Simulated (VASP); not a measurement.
# As in VASP: settings compared

As is run at these levels: PBE, r2SCAN; tasks: single point.

All numbers are computed with VASP 6.6.1; they aren't measurements. Logs are shortened: lines on timing, memory, paths and dates and some standing lists are left out, and cuts for length are marked.

## (1) The cell of the first run

The cell holds a slab with vacuum, 4 atoms: a = 4.687 Å, b = 3.543 Å, c = 28.270 Å, α = 90.00°, β = 90.00°, γ = 90.00°.

## (2) Single point, PBE (strain -2.5%)

Contents of INCAR:

```
ALGO = Normal ; DIPOL = 0.5 0.5 0.336
EDIFF = 1E-6 ; ENCUT = 520
GGA = PE ; IDIPOL = 3
ISIF = 2 ; ISMEAR = -1
LASPH = T ; LCHARG = F
LDIPOL = T ; LREAL = F
LWAVE = F ; NBANDS = 18
NELM = 80 ; PREC = Accurate
SIGMA = 0.02
```

Contents of KPOINTS:

```
k-points
0
Gamma
  6 8 1
```

Contents of POSCAR:

```
As
1.0
    4.6871599937      0.0000000000      0.0000000000
    0.0000000000      3.5430517501      0.0000000000
    0.0000000000      0.0000000000     28.2703730404
As
4
Direct
    0.0706068855      0.0000000000      0.3780525483
    0.4293931145      0.5000000000      0.3780525483
    0.5706068855      0.5000000000      0.2940291386
    0.9293931145      0.0000000000      0.2940291386
```

Potentials or basis: VASP PAW PBE potentials, release 64 (As).

Command:

```sh
$ cat potpaw_PBE.64/As/POTCAR > POTCAR
$ mpirun -np 1 vasp_std > vasp.out
```

OUTCAR:

```text
EDIFF = 1E-6
   ENCUT = 520
   GGA = PE
   ISIF = 2
   ISMEAR = -1
   LASPH = T
   LREAL = F
   NELM = 80
   PREC = Accurate

 ion  position               nearest neighbor table
   1  0.071  0.000  0.378-   2 2.44   2 2.44   4 2.47
   2  0.429  0.500  0.378-   1 2.44   1 2.44   3 2.47
   3  0.571  0.500  0.294-   4 2.44   4 2.44   2 2.47
   4  0.929  0.000  0.294-   3 2.44   3 2.44   1 2.47

  LATTYP: Found a simple orthorhombic cell.
 ALAT       =     3.5430517501
 B/A-ratio  =     1.3229160408
 C/A-ratio  =     7.9791024897

  Lattice vectors:

 A1 = (   0.0000000000,  -3.5430517501,   0.0000000000)
 A2 = (   4.6871599937,   0.0000000000,   0.0000000000)
 A3 = (   0.0000000000,   0.0000000000,  28.2703730404)

Analysis of symmetry for initial positions (statically):
=====================================================================
 Subroutine PRICEL returns:
 Original cell was already a primitive cell.

 Routine SETGRP: Setting up the symmetry group for a
 simple orthorhombic supercell.

 Subroutine GETGRP returns: Found  8 space group operations
 (whereof  2 operations were pure point group operations)
 out of a pool of  8 trial point group operations.

The static configuration has the point symmetry C_1h.
 The point group associated with its full space group is D_2h.

Analysis of symmetry for dynamics (positions and initial velocities):
=====================================================================
 Subroutine PRICEL returns:
 Original cell was already a primitive cell.

 Routine SETGRP: Setting up the symmetry group for a
 simple orthorhombic supercell.

 Subroutine GETGRP returns: Found  8 space group operations
 (whereof  2 operations were pure point group operations)
 out of a pool of  8 trial point group operations.

The dynamic configuration has the point symmetry C_1h.
 The point group associated with its full space group is D_2h.

 Subroutine INISYM returns: Found  8 space group operations
 (whereof  2 operations are pure point group operations),
 and found     1 'primitive' translations

----------------------------------------------------------------------------------------

                                     Primitive cell

  volume of cell :     469.4819

  direct lattice vectors                    reciprocal lattice vectors
     4.687159994  0.000000000  0.000000000     0.213348809  0.000000000  0.000000000
     0.000000000  3.543051750  0.000000000     0.000000000  0.282242561  0.000000000
     0.000000000  0.000000000 28.270373040     0.000000000  0.000000000  0.035372720

  length of vectors
     4.687159994  3.543051750 28.270373040     0.213348809  0.282242561  0.035372720

  position of ions in fractional coordinates (direct lattice)
     0.070606885  0.000000000  0.378052548
     0.429393115  0.500000000  0.378052548
     0.570606885  0.500000000  0.294029139
     0.929393115  0.000000000  0.294029139

  ion indices of the primitive-cell ions
   primitive index   ion index
                 1           1
                 2           2
                 3           3
                 4           4

----------------------------------------------------------------------------------------

 KPOINTS: k-points

Automatic generation of k-mesh.
 Grid dimensions read from file:
 generate k-points for:    6    8    1

 Generating k-lattice:

  Cartesian coordinates                     Fractional coordinates (reciprocal lattice)
     0.035558135  0.000000000  0.000000000     0.166666667  0.000000000  0.000000000
     0.000000000  0.035280320  0.000000000     0.000000000  0.125000000  0.000000000
     0.000000000  0.000000000  0.035372720     0.000000000  0.000000000  1.000000000

  Length of vectors
     0.035558135  0.035280320  0.035372720

  Shift w.r.t. Gamma in fractional coordinates (k-lattice)
     0.000000000  0.000000000  0.000000000

 Subroutine IBZKPT returns following result:
 ===========================================

 Found     20 irreducible k-points:

 Following reciprocal coordinates:
            Coordinates               Weight
  0.000000  0.000000  0.000000      1.000000
  0.166667  0.000000  0.000000      2.000000
  0.333333  0.000000  0.000000      2.000000
  0.500000  0.000000  0.000000      1.000000
  0.000000  0.125000  0.000000      2.000000
  0.166667  0.125000  0.000000      4.000000
[... 12 lines left out ...]
  0.333333  0.500000  0.000000      2.000000
  0.500000  0.500000  0.000000      1.000000
   k-points           NKPTS =     20   k-points in BZ     NKDIM =     20   number of bands    NBANDS=     18
   number of dos      NEDOS =    301   number of ions     NIONS =      4
   total plane-waves  NPLWV = 211680
   dimension x,y,z NGX =    36 NGY =   28 NGZ =  210
   dimension x,y,z NGXF=    72 NGYF=   56 NGZF=  420
   ions per type =               4
   NGX,Y,Z   is equivalent  to a cutoff of  12.77, 13.14, 12.35 a.u.
   NGXF,Y,Z  is equivalent  to a cutoff of  25.54, 26.28, 24.70 a.u.
 SYSTEM =  unknown system
   PREC   = accura    normal or accurate (medium, high low for compatibility)
   ISTART =      0    job   : 0-new  1-cont  2-samecut
   ICHARG =      2    charge: 1-file 2-atom 10-const
   ISPIN  =      1    spin polarized calculation?
   LNONCOLLINEAR =      F non collinear calculations
   LSORBIT =      F    spin-orbit coupling
   LASPH  =      T    aspherical Exc in radial PAW
   ENCUT  =  520.0 eV  38.22 Ry    6.18 a.u.   8.72  6.59 52.56*2*pi/ulx,y,z
   NELM   =     80;   NELMIN=  2; NELMDL= -5     # of ELM steps
   EDIFF  = 0.1E-05   stopping-criterion for ELM
   LREAL  =      F    real-space projection
   EDIFFG = 0.1E-04   stopping-criterion for IOM
   NSW    =      0    number of steps for IOM
   IBRION =     -1    ionic relax: 0-MD 1-quasi-New 2-CG
   NFREE  =      0    steps in history (QN), initial steepest desc. (CG)
   ISIF   =      2    stress and relaxation
   ISYM   =      2    0-nonsym 1-usesym 2-fastsym
   POTIM  = 0.5000    time-step for ionic-motion
   TEBEG  =    0.0;   TEEND  =   0.0 temperature during run
   PSTRESS=    0.0 pullay stress
   NELECT =      20.0000    total number of electrons
   NUPDOWN=      -1.0000    fix difference up-down
   EMIN   =  10.00;   EMAX   =-10.00  energy-range for DOS
   EFERMI =   0.00;   METHOD = LEGACY
   ISMEAR =    -1;   SIGMA  =   0.02  broadening in eV -4-tet -1-fermi 0-gaus
   EFERMI_NEDOS =   21; number of points for ismear=-14 and -15
   IALGO  =     38    algorithm
   IMIX   =      4    mixing-type and parameters
     AMIX     =   0.40;   BMIX     =  1.00
     AMIX_MAG =   1.60;   BMIX_MAG =  1.00
  volume/ion in A,a.u.               =     117.37       792.05
  Fermi-wavevector in a.u.,A,eV,Ry     =   0.571758  1.080465  4.447835  0.326907
  Thomas-Fermi vector in A             =   1.612352
   LORBIT       =      0    0 simple, 1 ext, 2 COOP (PROOUT), +10 PAW based schemes
   GGA     = PE    functional components
   LHFCALC =     F    Hartree Fock is set to
   AEXX    =    0.0000 exact exchange contribution
   IVDW    =     0    specifies the selected vdW correction
   LEPSILON=     F    determine dielectric tensor
   LRPA    =     F    only Hartree local field effects (RPA)
 non-spin polarized calculation
  energy-cutoff  :      520.00
  volume of cell :      469.48
 maximum number of plane-waves:     12722
 NGX is ok and might be reduce to    36
   NGX = 17   NGY = 13   NGZ =105

 dipolmoment           0.000000      0.000000     -0.000013 electrons x Angstroem

 number of electron      19.9999999 magnetization

 dipolmoment           0.000000      0.000000      0.000001 electrons x Angstroem

 Free energy of the ion-electron system (eV)
  ---------------------------------------------------
  ext. energy  EPLUGINS =         0.00000000
  ---------------------------------------------------
  free energy    TOTEN  =       -18.41491654 eV

  energy without entropy =      -18.41491653  energy(sigma->0) =      -18.41491654

 E-fermi :  -2.5256     XC(G=0):  -2.2759

 val. band max:       -2.8476324794   @ k =   0.0000   0.0000   0.0000
 cond. band min:      -2.2114643486   @ k =   0.0000   0.0000   0.0000
 fundamental gap:      0.6361681307
 Fermi energy:        -2.5256431590

 k-point     1 :       0.0000    0.0000    0.0000
  band No.  band energies     occupation
      1     -17.2530      2.00000
      2     -15.1057      2.00000
      3     -12.0352      2.00000
      4      -8.8047      2.00000
      5      -7.7527      2.00000
      6      -6.8667      2.00000
[... 10 lines left out ...]
     17       1.8299      0.00000
     18       2.2062      0.00000

 k-point     2 :       0.1667    0.0000    0.0000
  band No.  band energies     occupation
      1     -17.1189      2.00000
      2     -15.2062      2.00000
      3     -12.1743      2.00000
      4      -9.6111      2.00000
      5      -7.2374      2.00000
      6      -6.2945      2.00000
[... 10 lines left out ...]
     17       2.0188      0.00000
     18       2.2272      0.00000

 k-point     3 :       0.3333    0.0000    0.0000
  band No.  band energies     occupation
      1     -16.7345      2.00000
      2     -15.5795      2.00000
      3     -12.1759      2.00000
      4     -10.7571      2.00000
      5      -6.5438      2.00000
      6      -4.9838      2.00000
[... 10 lines left out ...]
     17       2.0164      0.00000
     18       2.3896      0.00000

 k-point     4 :       0.5000    0.0000    0.0000
  band No.  band energies     occupation
      1     -16.1678      2.00000
      2     -16.1678      2.00000
      3     -11.6773      2.00000
      4     -11.6773      2.00000
      5      -5.7118      2.00000
      6      -5.7118      2.00000
[... 10 lines left out ...]
     17       2.9066      0.00000
     18       2.9067      0.00000

 k-point     5 :       0.0000    0.1250    0.0000
  band No.  band energies     occupation
      1     -17.0889      2.00000
      2     -14.9321      2.00000
      3     -12.1781      2.00000
      4      -9.0199      2.00000
      5      -7.6090      2.00000
      6      -6.7138      2.00000
[... 10 lines left out ...]
     17       1.9631      0.00000
     18       2.0162      0.00000

 k-point     6 :       0.1667    0.1250    0.0000
  band No.  band energies     occupation
      1     -16.9560      2.00000
      2     -15.0394      2.00000
      3     -12.2554      2.00000
      4      -9.6780      2.00000
      5      -7.1786      2.00000
      6      -6.7120      2.00000
[... 10 lines left out ...]
     17       1.8858      0.00000
     18       2.1996      0.00000

 k-point     7 :       0.3333    0.1250    0.0000
  band No.  band energies     occupation
      1     -16.5752      2.00000
      2     -15.4239      2.00000
      3     -12.1706      2.00000
      4     -10.7388      2.00000
      5      -6.4890      2.00000
      6      -6.4026      2.00000
[... 10 lines left out ...]
     17       2.1981      0.00000
     18       2.5198      0.00000

 k-point     8 :       0.5000    0.1250    0.0000
  band No.  band energies     occupation
      1     -16.0131      2.00000
      2     -16.0131      2.00000
      3     -11.6389      2.00000
      4     -11.6389      2.00000
      5      -5.8869      2.00000
      6      -5.8869      2.00000
[... 10 lines left out ...]
     17       3.0679      0.00000
     18       3.0680      0.00000
[... 145 lines left out ...]
     17       3.3701      0.00000
     18       3.4305      0.00000

 k-point    16 :       0.5000    0.3750    0.0000
  band No.  band energies     occupation
      1     -14.9279      2.00000
      2     -14.9279      2.00000
      3     -12.0644      2.00000
      4     -12.0644      2.00000
      5      -7.8957      2.00000
      6      -7.8957      2.00000
[... 10 lines left out ...]
     17       3.4917      0.00000
     18       3.4917      0.00000

 k-point    17 :       0.0000    0.5000    0.0000
  band No.  band energies     occupation
      1     -14.7988      2.00000
      2     -14.7988      2.00000
      3     -12.4328      2.00000
      4     -12.4328      2.00000
      5      -6.6295      2.00000
      6      -6.6295      2.00000
[... 10 lines left out ...]
     17       3.7605      0.00000
     18       3.7605      0.00000

 k-point    18 :       0.1667    0.5000    0.0000
  band No.  band energies     occupation
      1     -14.7342      2.00000
      2     -14.7342      2.00000
      3     -12.4325      2.00000
      4     -12.4325      2.00000
      5      -7.0082      2.00000
      6      -7.0082      2.00000
[... 10 lines left out ...]
     17       3.4132      0.00000
     18       3.4132      0.00000

 k-point    19 :       0.3333    0.5000    0.0000
  band No.  band energies     occupation
      1     -14.5916      2.00000
      2     -14.5916      2.00000
      3     -12.4504      2.00000
      4     -12.4504      2.00000
      5      -7.5034      2.00000
      6      -7.5034      2.00000
[... 10 lines left out ...]
     17       3.0897      0.00000
     18       3.0897      0.00000

 k-point    20 :       0.5000    0.5000    0.0000
  band No.  band energies     occupation
      1     -14.5119      2.00000
      2     -14.5119      2.00000
      3     -12.4719      2.00000
      4     -12.4719      2.00000
      5      -7.6271      2.00000
      6      -7.6271      2.00000
[... 10 lines left out ...]
     17       3.2224      0.00000
     18       3.2224      0.00000

------------------------ aborting loop because EDIFF is reached ----------------------------------------

 vacuum level on the upper side and lower side of the slab       (xc-potential included)        -0.006        -0.006

  FORCE on cell =-STRESS in cart. coord.  units (eV):
  Direction    XX          YY          ZZ          XY          YZ          ZX
  --------------------------------------------------------------------------------------
  -------------------------------------------------------------------------------------
  Total        2.6472033      4.0727320      1.2643851      0.0000000      0.0000000      0.0000000
  in kB        9.0339788     13.8988094      4.3149040      0.0000000      0.0000000      0.0000000
  external PRESSURE =       9.0825641 kB  Pullay stress =       0.0000000 kB

 VOLUME and BASIS-vectors are now :
 -----------------------------------------------------------------------------
  energy-cutoff  :      520.00
  volume of cell :      469.48
      direct lattice vectors                 reciprocal lattice vectors
     4.687159994  0.000000000  0.000000000     0.213348809  0.000000000  0.000000000
     0.000000000  3.543051750  0.000000000     0.000000000  0.282242561  0.000000000
     0.000000000  0.000000000 28.270373040     0.000000000  0.000000000  0.035372720

 POSITION                                       TOTAL-FORCE (eV/Angst)
 -----------------------------------------------------------------------------------
      0.33095      0.00000     10.68769        -0.365515     -0.000000      0.266732
      2.01263      1.77153     10.68769         0.365515      0.000000      0.266732
      2.67453      1.77153      8.31231        -0.365515      0.000000     -0.266732
      4.35621      0.00000      8.31231         0.365515      0.000000     -0.266732
 -----------------------------------------------------------------------------------
    total drift:                                0.000000     -0.000000      0.000014

  FREE ENERGIE OF THE ION-ELECTRON SYSTEM (eV)
  ---------------------------------------------------
  free  energy   TOTEN  =       -18.4149165384 eV

  energy  without entropy=      -18.4149165341  energy(sigma->0) =      -18.41491654

 vacuum level on the upper side and lower side of the slab         1.728         1.728
```

Run time: 1.8 min. Hardware: 1 thread of Intel Xeon 6975P-C (Granite Rapids), shared host; peak memory 0.51 GiB.

What came out:

```
Free energy            : -18.4149 eV
Largest force          : 0.452 eV/Å
Band gap on the k mesh : 0.64 eV
```

Forces on the atoms (eV/Å):
```
As  -0.366  0.000  0.267
As   0.366  0.000  0.267
As  -0.366  0.000 -0.267
As   0.366  0.000 -0.267
```

Caveat: the cell differs from its parent crystal (strain -2.5%); semilocal functionals underestimate gaps, and a narrow one can read as zero.

[end of part 1 of 2]
